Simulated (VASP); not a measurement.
# Ta (Im-3m) in VASP: a series of runs, part 2 of 2

VASP 6.6.1. Earlier steps stand in the parts before.

### 4 Single point, LDA (volume scaled by 0.75)

Contents of INCAR:

```
SYSTEM = Ta
PREC     = Accurate       ! precision mode
ENCUT    = 520            ! plane-wave cutoff, eV
EDIFF    = 1E-7           ! SCF threshold, eV
ISMEAR   = -1             ! smearing method
SIGMA    = 0.05           ! smearing width, eV
LREAL    = .False.        ! projectors in reciprocal space
LASPH    = .True.         ! aspherical terms in the spheres
NELM     = 100            ! most SCF steps
ALGO     = Normal         ! electronic algorithm
ISIF     = 2              ! what is computed and relaxed
LWAVE    = .False.        ! write WAVECAR
LCHARG   = .True.         ! write CHGCAR
LELF     = .True.         ! ELF
LVHAR    = .True.       
NBANDS   = 12             ! bands
```

Contents of KPOINTS:

```
regular mesh
0
Gamma
  16 16 16
  0 0 0
```

Contents of POSCAR:

```
Ta
1.0
   -1.4777916866      1.4777916866      1.4777916866
    1.4777916866     -1.4777916866      1.4777916866
    1.4777916866      1.4777916866     -1.4777916866
Ta
1
Direct
    0.0000000000      0.0000000000      0.0000000000
```

Potentials or basis: VASP PAW LDA potentials, release 64 (Ta_pv).

Run with:

```sh
$ cat potpaw_LDA.64/Ta_pv/POTCAR > POTCAR
$ mpirun -np 1 vasp_std > vasp.out
```

OUTCAR:

```text
SYSTEM = Ta
   PREC = Accurate
   ENCUT = 520
   EDIFF = 1E-7
   ISMEAR = -1
   LREAL = .False.
   LASPH = .True.
   NELM = 100
   ISIF = 2

 ion  position               nearest neighbor table
   1  0.000  0.000  0.000-

  LATTYP: Found a body centered cubic cell.
 ALAT       =     2.9555833732

  Lattice vectors:

 A1 = (  -1.4777916866,   1.4777916866,   1.4777916866)
 A2 = (   1.4777916866,  -1.4777916866,   1.4777916866)
 A3 = (   1.4777916866,   1.4777916866,  -1.4777916866)

Analysis of symmetry for initial positions (statically):
=====================================================================
 Subroutine PRICEL returns:
 Original cell was already a primitive cell.

 Routine SETGRP: Setting up the symmetry group for a
 body centered cubic supercell.

 Subroutine GETGRP returns: Found 48 space group operations
 (whereof 48 operations were pure point group operations)
 out of a pool of 48 trial point group operations.

The static configuration has the point symmetry O_h .

Analysis of symmetry for dynamics (positions and initial velocities):
=====================================================================
 Subroutine PRICEL returns:
 Original cell was already a primitive cell.

 Routine SETGRP: Setting up the symmetry group for a
 body centered cubic supercell.

 Subroutine GETGRP returns: Found 48 space group operations
 (whereof 48 operations were pure point group operations)
 out of a pool of 48 trial point group operations.

The dynamic configuration has the point symmetry O_h .

 Subroutine INISYM returns: Found 48 space group operations
 (whereof 48 operations are pure point group operations),
 and found     1 'primitive' translations

----------------------------------------------------------------------------------------

                                     Primitive cell

  volume of cell :      12.9092

[... 105 lines left out ...]
     AMIX     =   0.40;   BMIX     =  1.00
     AMIX_MAG =   1.60;   BMIX_MAG =  1.00
  volume/ion in A,a.u.               =      12.91        87.12
  Fermi-wavevector in a.u.,A,eV,Ry     =   1.552050  2.932950 32.774540  2.408861
  Thomas-Fermi vector in A             =   2.656482
   LORBIT       =      0    0 simple, 1 ext, 2 COOP (PROOUT), +10 PAW based schemes
   GGA     = CA    functional components
   LHFCALC =     F    Hartree Fock is set to
   AEXX    =    0.0000 exact exchange contribution
   IVDW    =     0    specifies the selected vdW correction
   LEPSILON=     F    determine dielectric tensor
   LRPA    =     F    only Hartree local field effects (RPA)
 non-spin polarized calculation
  energy-cutoff  :      520.00
  volume of cell :       12.91
 maximum number of plane-waves:       370
   NGX =  9   NGY =  9   NGZ =  9

 number of electron      11.0000000 magnetization

 Free energy of the ion-electron system (eV)
  ---------------------------------------------------
  ext. energy  EPLUGINS =         0.00000000
  ---------------------------------------------------
  free energy    TOTEN  =       -11.64531387 eV

  energy without entropy =      -11.63790107  energy(sigma->0) =      -11.64160747

 E-fermi :   8.5685     XC(G=0): -14.5792

 val. band max:        8.5376969189   @ k =  -0.3125   0.3750   0.0625
 cond. band min:       8.5709457793   @ k =  -0.1250   0.1250   0.0625
 fundamental gap:      0.0332488604
 Fermi energy:         8.5684898270

 k-point     1 :       0.0000    0.0000    0.0000
  band No.  band energies     occupation
      1     -23.0205      2.00000
      2     -23.0205      2.00000
      3     -23.0205      2.00000
      4      -0.3138      2.00000
      5       9.0161      0.00026
      6       9.0161      0.00026
      7       9.0161      0.00026
      8      13.6000      0.00000
      9      13.6000      0.00000
     10      23.2278      0.00000
     11      25.1845      0.00000
     12      25.1845      0.00000
[... 331 lines left out ...]
 k-point    24 :       0.2500    0.1875    0.0000
  band No.  band energies     occupation
      1     -25.6340      2.00000
      2     -24.1182      2.00000
      3     -23.3256      2.00000
      4       4.2039      2.00000
      5       6.3814      2.00000
      6       8.1409      1.99961
      7      12.7595      0.00000
      8      15.3073      0.00000
      9      18.4518      0.00000
     10      23.2163      0.00000
     11      25.6432      0.00000
     12      29.0598      0.00000

 [... further k-points ...]
[... 5 lines left out ...]
  --------------------------------------------------------------------------------------
  -------------------------------------------------------------------------------------
  Total        8.8979082      8.8979082      8.8979082      0.0000000      0.0000000      0.0000000
  in kB     1104.3299647   1104.3299647   1104.3299647      0.0000000      0.0000000      0.0000000
  external PRESSURE =    1104.3299647 kB  Pullay stress =       0.0000000 kB

 VOLUME and BASIS-vectors are now :
 -----------------------------------------------------------------------------
  energy-cutoff  :      520.00
  volume of cell :       12.91
      direct lattice vectors                 reciprocal lattice vectors
    -1.477791687  1.477791687  1.477791687     0.000000000  0.338342680  0.338342680
     1.477791687 -1.477791687  1.477791687     0.338342680  0.000000000  0.338342680
     1.477791687  1.477791687 -1.477791687     0.338342680  0.338342680  0.000000000

 POSITION                                       TOTAL-FORCE (eV/Angst)
 -----------------------------------------------------------------------------------
      0.00000      0.00000      0.00000        -0.000000      0.000000      0.000000
 -----------------------------------------------------------------------------------
    total drift:                                0.000000      0.000000      0.000000

  FREE ENERGIE OF THE ION-ELECTRON SYSTEM (eV)
  ---------------------------------------------------
  free  energy   TOTEN  =       -11.6453138665 eV

  energy  without entropy=      -11.6379010724  energy(sigma->0) =      -11.64160747
```

It took 7.6 s on 1 thread of Intel Xeon 6975P-C (Granite Rapids), shared host; peak memory 0.13 GiB.

What came out:

| Item | Value |
| --- | --- |
| Free energy | -11.6453 eV |
| Pressure | 110.4 GPa |

Levels at points of the mesh, in eV from the Fermi level:
```csv
k point,band 2,band 3,band 4,band 5,band 6,band 7,band 8,band 9
"(0.00, 0.00, 0.00)",-31.59,-31.59,-8.88,0.45,0.45,0.45,5.03,5.03
"(0.50, 0.00, 0.00)",-32.60,-31.65,-6.20,-2.97,4.11,5.30,6.73,11.52
"(0.50, 0.50, 0.50)",-33.78,-33.78,-6.38,-6.38,9.85,9.85,9.85,12.55
```

Caveat: spin-orbit coupling is left out, which moves the levels of the heavy elements.
